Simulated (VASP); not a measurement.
# Nb2H (Pn-3m) in VASP: single point with PBE

Aim: the single point of Nb2H with PBE.

Everything below comes from runs of VASP 6.6.1. Logs are shortened: lines on timing, memory, paths and dates and some standing lists are left out, and cuts for length are marked.

## 1. The cell of the first run

The structure is cubic, space group Pn-3m (No. 224). Conventional cell: a = 4.461 Å, b = 4.461 Å, c = 4.461 Å, α = 90.00°, β = 90.00°, γ = 90.00°. Nb (site symmetry -3m) has 2 H at 1.93 Å within 2.6 Å. H (site symmetry -43m) has 4 Nb at 1.93 Å within 2.6 Å.

The cell was built from a structure type or drawn by symmetry, and may not be a known phase.

## 2. Single point, PBE

The input, INCAR:

```
  ALGO = Normal
  EDIFF = 1E-6
  ENCUT = 520
  GGA = PE
  ISIF = 2
  ISMEAR = 0
  LASPH = T
  LCHARG = F
  LREAL = F
  LWAVE = F
  NBANDS = 36
  NELM = 100
  PREC = Accurate
  SIGMA = 0.1
```

The input, KPOINTS:

```
k-points
0
Gamma
  4 4 4
```

The input, POSCAR:

```
Nb2H
1.0
    4.4605451400      0.0000000000      0.0000000000
    0.0000000000      4.4605451400      0.0000000000
    0.0000000000      0.0000000000      4.4605451400
Nb H
4 2
Direct
    0.2500000000      0.2500000000      0.7500000000
    0.7500000000      0.2500000000      0.2500000000
    0.2500000000      0.7500000000      0.2500000000
    0.7500000000      0.7500000000      0.7500000000
    0.5000000000      0.5000000000      0.5000000000
    0.0000000000      0.0000000000      0.0000000000
```

Potentials or basis: VASP PAW PBE potentials, release 64 (Nb_sv, H).

Run with:

```console
> cat potpaw_PBE.64/Nb_sv/POTCAR potpaw_PBE.64/H/POTCAR > POTCAR
> mpirun -np 1 vasp_std > vasp.out
```

OUTCAR:

```text
EDIFF = 1E-6
   ENCUT = 520
   GGA = PE
   ISIF = 2
   ISMEAR = 0
   LASPH = T
   LREAL = F
   NELM = 100
   PREC = Accurate

 ion  position               nearest neighbor table
   1  0.250  0.250  0.750-   5 1.93   6 1.93
   2  0.750  0.250  0.250-   5 1.93   6 1.93
   3  0.250  0.750  0.250-   5 1.93   6 1.93
   4  0.750  0.750  0.750-   5 1.93   6 1.93
   5  0.500  0.500  0.500-   1 1.93   2 1.93   3 1.93   4 1.93
   6  0.000  0.000  0.000-   1 1.93   2 1.93   3 1.93   4 1.93

  LATTYP: Found a simple cubic cell.
 ALAT       =     4.4605451400

  Lattice vectors:

 A1 = (   4.4605451400,   0.0000000000,   0.0000000000)
 A2 = (   0.0000000000,   4.4605451400,   0.0000000000)
 A3 = (   0.0000000000,   0.0000000000,   4.4605451400)

Analysis of symmetry for initial positions (statically):
=====================================================================
 Subroutine PRICEL returns:
 Original cell was already a primitive cell.

 Routine SETGRP: Setting up the symmetry group for a
 simple cubic supercell.

 Subroutine GETGRP returns: Found 48 space group operations
 (whereof 24 operations were pure point group operations)
 out of a pool of 48 trial point group operations.

The static configuration has the point symmetry T_d .
 The point group associated with its full space group is O_h .

Analysis of symmetry for dynamics (positions and initial velocities):
=====================================================================
 Subroutine PRICEL returns:
 Original cell was already a primitive cell.

 Routine SETGRP: Setting up the symmetry group for a
 simple cubic supercell.

 Subroutine GETGRP returns: Found 48 space group operations
 (whereof 24 operations were pure point group operations)
 out of a pool of 48 trial point group operations.

The dynamic configuration has the point symmetry T_d .
 The point group associated with its full space group is O_h .

 Subroutine INISYM returns: Found 48 space group operations
 (whereof 24 operations are pure point group operations),
 and found     1 'primitive' translations

----------------------------------------------------------------------------------------

                                     Primitive cell

  volume of cell :      88.7491

  direct lattice vectors                    reciprocal lattice vectors
     4.460545140  0.000000000  0.000000000     0.224187844  0.000000000  0.000000000
     0.000000000  4.460545140  0.000000000     0.000000000  0.224187844  0.000000000
     0.000000000  0.000000000  4.460545140     0.000000000  0.000000000  0.224187844

  length of vectors
     4.460545140  4.460545140  4.460545140     0.224187844  0.224187844  0.224187844

  position of ions in fractional coordinates (direct lattice)
     0.250000000  0.250000000  0.750000000
     0.750000000  0.250000000  0.250000000
     0.250000000  0.750000000  0.250000000
     0.750000000  0.750000000  0.750000000
     0.500000000  0.500000000  0.500000000
     0.000000000  0.000000000  0.000000000

  ion indices of the primitive-cell ions
   primitive index   ion index
                 1           1
                 2           2
                 3           3
                 4           4
                 5           5
                 6           6

----------------------------------------------------------------------------------------

 KPOINTS: k-points

Automatic generation of k-mesh.
 Grid dimensions read from file:
 generate k-points for:    4    4    4

 Generating k-lattice:

  Cartesian coordinates                     Fractional coordinates (reciprocal lattice)
     0.056046961  0.000000000  0.000000000     0.250000000  0.000000000  0.000000000
     0.000000000  0.056046961  0.000000000     0.000000000  0.250000000  0.000000000
     0.000000000  0.000000000  0.056046961     0.000000000  0.000000000  0.250000000

  Length of vectors
     0.056046961  0.056046961  0.056046961

  Shift w.r.t. Gamma in fractional coordinates (k-lattice)
     0.000000000  0.000000000  0.000000000

 Subroutine IBZKPT returns following result:
 ===========================================

 Found     10 irreducible k-points:

 Following reciprocal coordinates:
            Coordinates               Weight
  0.000000  0.000000  0.000000      1.000000
  0.250000  0.000000  0.000000      6.000000
  0.500000  0.000000  0.000000      3.000000
  0.250000  0.250000  0.000000     12.000000
  0.500000  0.250000  0.000000     12.000000
  0.500000  0.500000  0.000000      3.000000
  0.250000  0.250000  0.250000      8.000000
  0.500000  0.250000  0.250000     12.000000
  0.500000  0.500000  0.250000      6.000000
  0.500000  0.500000  0.500000      1.000000
   k-points           NKPTS =     10   k-points in BZ     NKDIM =     10   number of bands    NBANDS=     36
   number of dos      NEDOS =    301   number of ions     NIONS =      6
   total plane-waves  NPLWV =  46656
   dimension x,y,z NGX =    36 NGY =   36 NGZ =   36
   dimension x,y,z NGXF=    72 NGYF=   72 NGZF=   72
   ions per type =               4   2
   NGX,Y,Z   is equivalent  to a cutoff of  13.42, 13.42, 13.42 a.u.
   NGXF,Y,Z  is equivalent  to a cutoff of  26.83, 26.83, 26.83 a.u.
 SYSTEM =  unknown system
   PREC   = accura    normal or accurate (medium, high low for compatibility)
   ISTART =      0    job   : 0-new  1-cont  2-samecut
   ICHARG =      2    charge: 1-file 2-atom 10-const
   ISPIN  =      1    spin polarized calculation?
   LNONCOLLINEAR =      F non collinear calculations
   LSORBIT =      F    spin-orbit coupling
   LASPH  =      T    aspherical Exc in radial PAW
   ENCUT  =  520.0 eV  38.22 Ry    6.18 a.u.   8.29  8.29  8.29*2*pi/ulx,y,z
   NELM   =    100;   NELMIN=  2; NELMDL= -5     # of ELM steps
   EDIFF  = 0.1E-05   stopping-criterion for ELM
   LREAL  =      F    real-space projection
   EDIFFG = 0.1E-04   stopping-criterion for IOM
   NSW    =      0    number of steps for IOM
   IBRION =     -1    ionic relax: 0-MD 1-quasi-New 2-CG
   NFREE  =      0    steps in history (QN), initial steepest desc. (CG)
   ISIF   =      2    stress and relaxation
   ISYM   =      2    0-nonsym 1-usesym 2-fastsym
   POTIM  = 0.5000    time-step for ionic-motion
   TEBEG  =    0.0;   TEEND  =   0.0 temperature during run
   PSTRESS=    0.0 pullay stress
   NELECT =      54.0000    total number of electrons
   NUPDOWN=      -1.0000    fix difference up-down
   EMIN   =  10.00;   EMAX   =-10.00  energy-range for DOS
   EFERMI =   0.00;   METHOD = LEGACY
   ISMEAR =     0;   SIGMA  =   0.10  broadening in eV -4-tet -1-fermi 0-gaus
   EFERMI_NEDOS =   21; number of points for ismear=-14 and -15
   IALGO  =     38    algorithm
   IMIX   =      4    mixing-type and parameters
     AMIX     =   0.40;   BMIX     =  1.00
     AMIX_MAG =   1.60;   BMIX_MAG =  1.00
  volume/ion in A,a.u.               =      14.79        99.82
  Fermi-wavevector in a.u.,A,eV,Ry     =   1.387240  2.621503 26.183510  1.924434
  Thomas-Fermi vector in A             =   2.511479
   LORBIT       =      0    0 simple, 1 ext, 2 COOP (PROOUT), +10 PAW based schemes
   GGA     = PE    functional components
   LHFCALC =     F    Hartree Fock is set to
   AEXX    =    0.0000 exact exchange contribution
   IVDW    =     0    specifies the selected vdW correction
   LEPSILON=     F    determine dielectric tensor
   LRPA    =     F    only Hartree local field effects (RPA)
 non-spin polarized calculation
 Gauss-broadening in eV      SIGMA  =   0.10
  energy-cutoff  :      520.00
  volume of cell :       88.75
 maximum number of plane-waves:      2440
 NGX is ok and might be reduce to    36
   NGX = 17   NGY = 17   NGZ = 17

 number of electron      54.0000009 magnetization

 Free energy of the ion-electron system (eV)
  ---------------------------------------------------
  ext. energy  EPLUGINS =         0.00000000
  ---------------------------------------------------
  free energy    TOTEN  =       -46.77192801 eV

  energy without entropy =      -46.74406929  energy(sigma->0) =      -46.75799865

 E-fermi :   9.2075     XC(G=0): -11.6992

 val. band max:        9.1215164652   @ k =   0.5000   0.5000   0.2500
 cond. band min:       9.2113537773   @ k =   0.2500   0.2500   0.0000
 fundamental gap:      0.0898373120
 Fermi energy:         9.2075496173

 k-point     1 :       0.0000    0.0000    0.0000
  band No.  band energies     occupation
      1     -45.9062      2.00000
      2     -45.7748      2.00000
      3     -45.7748      2.00000
      4     -45.7748      2.00000
      5     -22.4170      2.00000
      6     -22.1303      2.00000
[... 28 lines left out ...]
     35      13.0232      0.00000
     36      13.0586      0.00000

 k-point     2 :       0.2500    0.0000    0.0000
  band No.  band energies     occupation
      1     -45.8870      2.00000
      2     -45.7942      2.00000
      3     -45.7747      2.00000
      4     -45.7747      2.00000
      5     -22.3355      2.00000
      6     -22.0740      2.00000
[... 28 lines left out ...]
     35      12.1049      0.00000
     36      12.5427      0.00000

 k-point     3 :       0.5000    0.0000    0.0000
  band No.  band energies     occupation
      1     -45.8407      2.00000
      2     -45.8407      2.00000
      3     -45.7746      2.00000
      4     -45.7746      2.00000
      5     -22.1407      2.00000
      6     -22.1407      2.00000
[... 28 lines left out ...]
     35      11.9672      0.00000
     36      11.9675      0.00000
[... 196 lines left out ...]
 k-point     9 :       0.5000    0.5000    0.2500
  band No.  band energies     occupation
      1     -45.8112      2.00000
      2     -45.8067      2.00000
      3     -45.8057      2.00000
      4     -45.8057      2.00000
      5     -22.3695      2.00000
      6     -22.1482      2.00000
[... 28 lines left out ...]
     35      12.0933      0.00000
     36      12.2286      0.00000

 k-point    10 :       0.5000    0.5000    0.5000
  band No.  band energies     occupation
      1     -45.8120      2.00000
      2     -45.8056      2.00000
      3     -45.8056      2.00000
      4     -45.8056      2.00000
      5     -22.4597      2.00000
      6     -22.2034      2.00000
[... 28 lines left out ...]
     35      12.7736      0.00000
     36      12.8249      0.00000

------------------------ aborting loop because EDIFF is reached ----------------------------------------

  FORCE on cell =-STRESS in cart. coord.  units (eV):
  Direction    XX          YY          ZZ          XY          YZ          ZX
  --------------------------------------------------------------------------------------
  -------------------------------------------------------------------------------------
  Total       -6.3382976     -6.3382976     -6.3382976      0.0000000      0.0000000     -0.0000000
  in kB     -114.4245974   -114.4245974   -114.4245974      0.0000000      0.0000000     -0.0000000
  external PRESSURE =    -114.4245974 kB  Pullay stress =       0.0000000 kB

 VOLUME and BASIS-vectors are now :
 -----------------------------------------------------------------------------
  energy-cutoff  :      520.00
  volume of cell :       88.75
      direct lattice vectors                 reciprocal lattice vectors
     4.460545140  0.000000000  0.000000000     0.224187844  0.000000000  0.000000000
     0.000000000  4.460545140  0.000000000     0.000000000  0.224187844  0.000000000
     0.000000000  0.000000000  4.460545140     0.000000000  0.000000000  0.224187844

 POSITION                                       TOTAL-FORCE (eV/Angst)
 -----------------------------------------------------------------------------------
      1.11514      1.11514      3.34541        -0.000000      0.000000     -0.000000
      3.34541      1.11514      1.11514        -0.000000     -0.000000      0.000000
      1.11514      3.34541      1.11514         0.000000      0.000000      0.000000
      3.34541      3.34541      3.34541         0.000000     -0.000000      0.000000
      2.23027      2.23027      2.23027         0.000000      0.000000     -0.000000
      0.00000      0.00000      0.00000         0.000000      0.000000     -0.000000
 -----------------------------------------------------------------------------------
    total drift:                                0.000000     -0.000000      0.000000

  FREE ENERGIE OF THE ION-ELECTRON SYSTEM (eV)
  ---------------------------------------------------
  free  energy   TOTEN  =       -46.7719280121 eV

  energy  without entropy=      -46.7440692895  energy(sigma->0) =      -46.75799865
```

Wall time 55 s (1 thread of Intel Xeon 8259CL, shared host); peak memory 0.21 GiB.

What came out:

- Free energy: -46.7719 eV
- Pressure: -11.4 GPa
- Band gap on the k mesh: zero (bands 27 and 28 overlap by 1.16 eV)

Levels at points of the mesh, in eV from the Fermi level:
```
           k point  band 25  band 26  band 27  band 28  band 29  band 30
(0.00, 0.00, 0.00)    -0.19    -0.19    -0.19     2.05     2.05     2.72
(0.50, 0.00, 0.00)    -1.01    -1.01     0.27     0.27     0.90     0.90
(0.50, 0.50, 0.00)    -1.07    -1.07    -0.89    -0.89     0.90     0.90
(0.50, 0.50, 0.50)    -0.20    -0.20     0.01     0.01     0.01     0.69
```

Caveat: the cell stands under tension.
